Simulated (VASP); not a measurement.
Wanted: the native input for a VASP 6.6.1 run.

```yaml
Task: single point
Functional: r2SCAN
Potentials_or_basis: VASP PAW PBE potentials, release 64 (Sn_d)
Cutoff: 520 eV
k_mesh: 20 × 20 × 20
Occupations: gaussian, width 0.15 eV
Spin: no spin polarisation
Dipole_correction: no
Further_INCAR_settings: ALGO = Normal; EDIFF = 1e-06; NBANDS = 13
```

Crystal: Sn.

```xyz
1
Lattice="-2.1268 2.1268 1.5036 2.1268 -2.1268 1.5036 2.1268 2.1268 -1.5036" Properties=species:S:1:pos:R:3 pbc="T T T"
Sn    0.0000    0.0000    0.0000
```

This cell differs from its parent crystal: ratio of the length along z to the lengths across it x 0.707, volume and fractional coordinates fixed.

One way to write it, as run:

POSCAR

```
Sn
1.0
   -2.1267818233      2.1267818233      1.5036347491
    2.1267818233     -2.1267818233      1.5036347491
    2.1267818233      2.1267818233     -1.5036347491
Sn
1
Direct
    0.0000000000      0.0000000000      0.0000000000
```

INCAR.step1

```
  ALGO = Normal
  EDIFF = 1E-4
  ENCUT = 520
  GGA = PE
  ISMEAR = 0
  LASPH = True
  LCHARG = False
  LREAL = False
  LWAVE = True
  NBANDS = 13
  NELM = 80
  PREC = Accurate
  SIGMA = 0.15
```

INCAR.step2

```
  ALGO = Normal
  EDIFF = 1E-6
  ENCUT = 520
  ISIF = 2
  ISMEAR = 0
  ISTART = 1
  LASPH = True
  LCHARG = True
  LELF = True
  LMIXTAU = True
  LREAL = False
  LVHAR = True
  LWAVE = False
  METAGGA = R2SCAN
  NBANDS = 13
  NELM = 80
  PREC = Accurate
  SIGMA = 0.15
```

KPOINTS

```
k-points
0
Gamma
  20 20 20
```

Potentials or basis: VASP PAW PBE potentials, release 64 (Sn_d).

Command:

```console
$ cat potpaw_PBE.64/Sn_d/POTCAR > POTCAR
$ cp INCAR.step1 INCAR
$ mpirun -np 1 vasp_std > vasp.out
$ cp INCAR.step2 INCAR
$ mpirun -np 1 vasp_std > vasp.out
```

Results of the run:

```yaml
Pressure: 2.1 GPa
Band_gap_on_the_k_mesh: zero (bands 7 and 8 overlap by 8.60 eV)
```

Caveat: the PAW data sets were made with another functional, which shifts forces and pressure a little; spin-orbit coupling is left out, which moves the levels of the heavy elements.

It took 34 min on 1 thread of AMD EPYC 7R13 (shared host), peak memory 0.31 GiB.
